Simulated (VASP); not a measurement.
# Hf2N (Pnnm) in VASP: further runs, part 2 of 2

VASP 6.6.1. The steps go on from the part before.

## 4. Single point, LDA (mode 4 frozen in at +0.000 Å, normal strain along x -0.0350)

INCAR reads:

```
PREC = Accurate
ENCUT = 520
EDIFF = 1E-7
ISMEAR = 0
SIGMA = 0.15
LREAL = False
LASPH = True
NELM = 80
ALGO = Normal
ISIF = 2
LWAVE = False
LCHARG = True
GGA = CA
LELF = True
LVHAR = True
NBANDS = 34
```

KPOINTS reads:

```
regular mesh
0
Gamma
  8 8 12
```

POSCAR reads:

```
Hf2N
1.0
    5.0683330392      0.0000000000      0.0000000000
    0.0000000000      5.2521585898      0.0000000000
    0.0000000000      0.0000000000      3.2005839592
Hf N
4 2
Direct
    0.2954034337      0.2954034337      0.0000000000
    0.7045965663      0.7045965663      0.0000000000
    0.7954034337      0.2045965663      0.5000000000
    0.2045965663      0.7954034337      0.5000000000
    0.0000000000      0.0000000000      0.0000000000
    0.5000000000      0.5000000000      0.5000000000
```

Command:

```
$ cat potpaw_LDA.64/Hf_pv/POTCAR potpaw_LDA.64/N/POTCAR > POTCAR
$ mpirun -np 1 vasp_std > vasp.out
```

Wall time 5.7 min (1 thread of Intel Xeon Platinum 8259CL at 2.50GHz (Skylake/Cascade Lake), shared host); peak memory 0.46 GiB.

Results (log left out):

```
Free energy            : -69.4797 eV
Pressure               : 8.3 GPa
Largest force          : 0.152 eV/Å
Band gap on the k mesh : zero (band 25 reaches 8.01 eV, above the bottom of band 26 at 5.11 eV)
```

Forces on the atoms (eV/Å):
```
Hf  -0.141  0.055  0.000
Hf   0.141 -0.055  0.000
Hf  -0.141 -0.055  0.000
Hf   0.141  0.055  0.000
N    0.000  0.000  0.000
N    0.000  0.000  0.000
```

Stress tensor (GPa, compression positive):
```
13.78  0.00  0.00
 0.00  6.45  0.00
 0.00  0.00  4.52
```

Levels at points of the mesh, in eV from the Fermi level:
```csv
k point,band 24,band 25,band 26,band 27,band 28,band 29
"(0.00, 0.00, 0.00)",0.82,0.85,1.06,1.39,1.49,1.75
"(0.50, 0.00, 0.00)",-1.03,1.65,1.65,1.85,1.85,2.03
"(0.00, 0.50, 0.00)",-1.20,1.58,1.58,1.69,1.69,2.46
"(0.50, 0.50, 0.00)",-1.42,1.09,1.09,1.63,1.63,1.93
"(0.00, 0.00, 0.50)",-1.31,-1.25,-1.25,2.35,2.35,3.94
"(0.50, 0.00, 0.50)",-1.12,-0.94,-0.94,1.87,1.87,4.14
"(0.00, 0.50, 0.50)",-1.13,-1.01,-1.01,1.95,1.95,4.15
"(0.50, 0.50, 0.50)",-0.96,-0.41,-0.41,1.46,1.46,3.16
```

Caveat: the cell differs from its parent crystal (mode 4 frozen in at +0.000 Å, normal strain along x -0.0350); spin-orbit coupling is left out, which moves the levels of the heavy elements.

## 5. Single point, LDA (mode 4 frozen in at -0.102 Å, normal strain along x +0.0000)

INCAR reads:

```
PREC = Accurate
ENCUT = 520
EDIFF = 1E-6
ISMEAR = 0
SIGMA = 0.15
LREAL = F
LASPH = T
NELM = 80
ALGO = Normal
ISIF = 2
LWAVE = F
LCHARG = T
LELF = T
LVHAR = T
NBANDS = 34
```

KPOINTS reads:

```
Automatic mesh
0
Gamma
  8 8 12
```

POSCAR reads:

```
Hf2N
1.0
    5.2521585898      0.0000000000      0.0000000000
    0.0000000000      5.2521585898      0.0000000000
    0.0000000000      0.0000000000      3.2005839592
Hf N
4 2
Direct
    0.2816036895      0.3092031779      0.0000000000
    0.7183963105      0.6907968221      0.0000000000
    0.7816036895      0.1907968221      0.5000000000
    0.2183963105      0.8092031779      0.5000000000
    0.0000000000      0.0000000000      0.0000000000
    0.5000000000      0.5000000000      0.5000000000
```

Potentials or basis: VASP PAW LDA potentials, release 64 (Hf_pv, N).

Command:

```
$ cat potpaw_LDA.64/Hf_pv/POTCAR potpaw_LDA.64/N/POTCAR > POTCAR
$ mpirun -np 1 vasp_std > vasp.out
```

OUTCAR:

```text
PREC = Accurate
   ENCUT = 520
   EDIFF = 1E-6
   ISMEAR = 0
   LREAL = F
   LASPH = T
   NELM = 80
   ISIF = 2

 ion  position               nearest neighbor table
   1  0.282  0.309  0.000-   5 2.20   6 2.21   6 2.21   2 3.05   4 3.09   4 3.09   4 3.09   4 3.09
                             3 3.14   3 3.14   3 3.14   3 3.14   2 3.57
   2  0.718  0.691  0.000-   5 2.20   6 2.21   6 2.21   1 3.05   3 3.09   3 3.09   3 3.09   3 3.09
                             4 3.14   4 3.14   4 3.14   4 3.14   1 3.57
   3  0.782  0.191  0.500-   6 2.20   5 2.21   5 2.21   4 3.05   2 3.09   2 3.09   2 3.09   2 3.09
                             1 3.14   1 3.14   1 3.14   1 3.14   4 3.57
   4  0.218  0.809  0.500-   6 2.20   5 2.21   5 2.21   3 3.05   1 3.09   1 3.09   1 3.09   1 3.09
                             2 3.14   2 3.14   2 3.14   2 3.14   3 3.57
   5  0.000  0.000  0.000-   1 2.20   2 2.20   3 2.21   4 2.21   3 2.21   4 2.21
   6  0.500  0.500  0.500-   3 2.20   4 2.20   1 2.21   2 2.21   1 2.21   2 2.21

  LATTYP: Found a simple tetragonal cell.
 ALAT       =     5.2521585898
 C/A-ratio  =     0.6093844853

  Lattice vectors:

 A1 = (   5.2521585898,   0.0000000000,   0.0000000000)
 A2 = (   0.0000000000,   5.2521585898,   0.0000000000)
 A3 = (   0.0000000000,   0.0000000000,   3.2005839592)

Analysis of symmetry for initial positions (statically):
=====================================================================
 Subroutine PRICEL returns:
 Original cell was already a primitive cell.

 Routine SETGRP: Setting up the symmetry group for a
 simple tetragonal supercell.

 Subroutine GETGRP returns: Found  8 space group operations
 (whereof  4 operations were pure point group operations)
 out of a pool of 16 trial point group operations.

The static configuration has the point symmetry C_2h.
 The point group associated with its full space group is D_2h.

Analysis of symmetry for dynamics (positions and initial velocities):
=====================================================================
 Subroutine PRICEL returns:
 Original cell was already a primitive cell.

 Routine SETGRP: Setting up the symmetry group for a
 simple tetragonal supercell.

 Subroutine GETGRP returns: Found  8 space group operations
 (whereof  4 operations were pure point group operations)
 out of a pool of 16 trial point group operations.

The dynamic configuration has the point symmetry C_2h.
 The point group associated with its full space group is D_2h.

 Subroutine INISYM returns: Found  8 space group operations
 (whereof  4 operations are pure point group operations),
 and found     1 'primitive' translations

----------------------------------------------------------------------------------------

                                     Primitive cell

  volume of cell :      88.2887

  direct lattice vectors                    reciprocal lattice vectors
     5.252158590  0.000000000  0.000000000     0.190397906  0.000000000  0.000000000
     0.000000000  5.252158590  0.000000000     0.000000000  0.190397906  0.000000000
     0.000000000  0.000000000  3.200583959     0.000000000  0.000000000  0.312442983

  length of vectors
     5.252158590  5.252158590  3.200583959     0.190397906  0.190397906  0.312442983

  position of ions in fractional coordinates (direct lattice)
[... 45 lines left out ...]
  0.125000  0.000000  0.000000      2.000000
  0.000000  0.125000  0.000000      2.000000
  0.250000  0.000000  0.000000      2.000000
  0.000000  0.250000  0.000000      2.000000
  0.375000  0.000000  0.000000      2.000000
[... 16 lines left out ...]
  0.500000  0.375000  0.000000      2.000000
 -0.375000  0.500000  0.000000      2.000000
 [... further k-points ...]
   k-points           NKPTS =    175   k-points in BZ     NKDIM =    175   number of bands    NBANDS=     34
   number of dos      NEDOS =    301   number of ions     NIONS =      6
   total plane-waves  NPLWV =  38400
   dimension x,y,z NGX =    40 NGY =   40 NGZ =   24
   dimension x,y,z NGXF=    80 NGYF=   80 NGZF=   48
   ions per type =               4   2
   NGX,Y,Z   is equivalent  to a cutoff of  12.66, 12.66, 12.47 a.u.
   NGXF,Y,Z  is equivalent  to a cutoff of  25.32, 25.32, 24.93 a.u.
 SYSTEM =  unknown system
   PREC   = accura    normal or accurate (medium, high low for compatibility)
   ISTART =      0    job   : 0-new  1-cont  2-samecut
   ICHARG =      2    charge: 1-file 2-atom 10-const
   ISPIN  =      1    spin polarized calculation?
   LNONCOLLINEAR =      F non collinear calculations
   LSORBIT =      F    spin-orbit coupling
   LASPH  =      T    aspherical Exc in radial PAW
   ENCUT  =  520.0 eV  38.22 Ry    6.18 a.u.   9.77  9.77  5.95*2*pi/ulx,y,z
   NELM   =     80;   NELMIN=  2; NELMDL= -5     # of ELM steps
   EDIFF  = 0.1E-05   stopping-criterion for ELM
   LREAL  =      F    real-space projection
   EDIFFG = 0.1E-04   stopping-criterion for IOM
   NSW    =      0    number of steps for IOM
   IBRION =     -1    ionic relax: 0-MD 1-quasi-New 2-CG
   NFREE  =      0    steps in history (QN), initial steepest desc. (CG)
   ISIF   =      2    stress and relaxation
   ISYM   =      2    0-nonsym 1-usesym 2-fastsym
   POTIM  = 0.5000    time-step for ionic-motion
   TEBEG  =    0.0;   TEEND  =   0.0 temperature during run
   PSTRESS=    0.0 pullay stress
   NELECT =      50.0000    total number of electrons
   NUPDOWN=      -1.0000    fix difference up-down
   EMIN   =  10.00;   EMAX   =-10.00  energy-range for DOS
   EFERMI =   0.00;   METHOD = LEGACY
   ISMEAR =     0;   SIGMA  =   0.15  broadening in eV -4-tet -1-fermi 0-gaus
   EFERMI_NEDOS =   21; number of points for ismear=-14 and -15
   IALGO  =     38    algorithm
   IMIX   =      4    mixing-type and parameters
     AMIX     =   0.40;   BMIX     =  1.00
     AMIX_MAG =   1.60;   BMIX_MAG =  1.00
  volume/ion in A,a.u.               =      14.71        99.30
  Fermi-wavevector in a.u.,A,eV,Ry     =   1.354451  2.559541 24.960387  1.834537
  Thomas-Fermi vector in A             =   2.481621
   LORBIT       =      0    0 simple, 1 ext, 2 COOP (PROOUT), +10 PAW based schemes
   GGA     = CA    functional components
   LHFCALC =     F    Hartree Fock is set to
   AEXX    =    0.0000 exact exchange contribution
   IVDW    =     0    specifies the selected vdW correction
   LEPSILON=     F    determine dielectric tensor
   LRPA    =     F    only Hartree local field effects (RPA)
 non-spin polarized calculation
 Gauss-broadening in eV      SIGMA  =   0.15
  energy-cutoff  :      520.00
  volume of cell :       88.29
 maximum number of plane-waves:      2412
   NGX = 19   NGY = 19   NGZ = 11

 number of electron      50.0000006 magnetization

 Free energy of the ion-electron system (eV)
  ---------------------------------------------------
  ext. energy  EPLUGINS =         0.00000000
  ---------------------------------------------------
  free energy    TOTEN  =       -69.59919992 eV

  energy without entropy =      -69.57229513  energy(sigma->0) =      -69.58574753

 E-fermi :   6.0539     XC(G=0): -12.3638

 val. band max:        6.0490723518   @ k =   0.2500   0.2500   0.2500
 cond. band min:       6.0570943576   @ k =   0.2500   0.2500   0.3333
 fundamental gap:      0.0080220058
 Fermi energy:         6.0539249852

 k-point     1 :       0.0000    0.0000    0.0000
  band No.  band energies     occupation
      1     -24.9379      2.00000
      2     -24.3778      2.00000
      3     -24.3553      2.00000
      4     -24.2490      2.00000
      5     -24.0503      2.00000
      6     -23.8841      2.00000
[... 877 lines left out ...]
     33       9.8452      0.00000
     34       9.8452      0.00000

 [... further k-points ...]

------------------------ aborting loop because EDIFF is reached ----------------------------------------

  FORCE on cell =-STRESS in cart. coord.  units (eV):
  Direction    XX          YY          ZZ          XY          YZ          ZX
  --------------------------------------------------------------------------------------
  -------------------------------------------------------------------------------------
  Total       -1.5797804      1.3987519     -0.4803742      0.0000000      0.0000000      0.0000000
  in kB      -28.6683313     25.3832009     -8.7173673      0.0000000      0.0000000      0.0000000
  external PRESSURE =      -4.0008326 kB  Pullay stress =       0.0000000 kB

 VOLUME and BASIS-vectors are now :
 -----------------------------------------------------------------------------
  energy-cutoff  :      520.00
  volume of cell :       88.29
      direct lattice vectors                 reciprocal lattice vectors
     5.252158590  0.000000000  0.000000000     0.190397906  0.000000000  0.000000000
     0.000000000  5.252158590  0.000000000     0.000000000  0.190397906  0.000000000
     0.000000000  0.000000000  3.200583959     0.000000000  0.000000000  0.312442983

 POSITION                                       TOTAL-FORCE (eV/Angst)
 -----------------------------------------------------------------------------------
      1.47903      1.62398      0.00000         0.073865     -0.015704     -0.000000
      3.77313      3.62817      0.00000        -0.073865      0.015704      0.000000
      4.10511      1.00210      1.60029         0.073865      0.015704      0.000000
      1.14705      4.25006      1.60029        -0.073865     -0.015704      0.000000
      0.00000      0.00000      0.00000         0.000000     -0.000000      0.000000
      2.62608      2.62608      1.60029         0.000000     -0.000000      0.000000
 -----------------------------------------------------------------------------------
    total drift:                               -0.000000      0.000000     -0.000000

  FREE ENERGIE OF THE ION-ELECTRON SYSTEM (eV)
  ---------------------------------------------------
  free  energy   TOTEN  =       -69.5991999228 eV

  energy  without entropy=      -69.5722951309  energy(sigma->0) =      -69.58574753
```

It took 9.7 min on 1 thread of Oxide Virtual Turin-like, shared host; peak memory 0.43 GiB.

Results:

| Property | Result |
| --- | --- |
| Free energy | -69.5992 eV |
| Pressure | -0.4 GPa |
| Largest force | 0.076 eV/Å |
| Band gap on the k mesh | zero (band 25 reaches 7.68 eV, above the bottom of band 26 at 4.92 eV) |

Forces in eV/Å, atoms in the order of the input:
```
Hf   0.074 -0.016  0.000
Hf  -0.074  0.016  0.000
Hf   0.074  0.016  0.000
Hf  -0.074 -0.016  0.000
N    0.000  0.000  0.000
N    0.000  0.000  0.000
```

Levels at points of the mesh, in eV from the Fermi level:
```csv
k point,band 24,band 25,band 26,band 27,band 28,band 29
"(0.00, 0.00, 0.00)",0.75,0.98,1.05,1.32,1.56,1.70
"(0.50, 0.00, 0.00)",-1.06,1.62,1.62,1.75,1.75,1.87
"(0.00, 0.50, 0.00)",-1.03,1.31,1.31,2.09,2.09,2.27
"(0.50, 0.50, 0.00)",-1.39,1.13,1.13,1.15,1.15,2.07
"(0.00, 0.00, 0.50)",-1.22,-1.13,-1.13,2.32,2.32,3.79
"(0.50, 0.00, 0.50)",-0.93,-0.93,-0.93,1.53,1.53,3.15
"(0.00, 0.50, 0.50)",-1.18,-0.88,-0.88,2.19,2.19,4.44
"(0.50, 0.50, 0.50)",-0.97,-0.34,-0.34,1.49,1.49,3.00
```

Caveat: the cell differs from its parent crystal (mode 4 frozen in at -0.102 Å, normal strain along x +0.0000); spin-orbit coupling is left out, which moves the levels of the heavy elements.
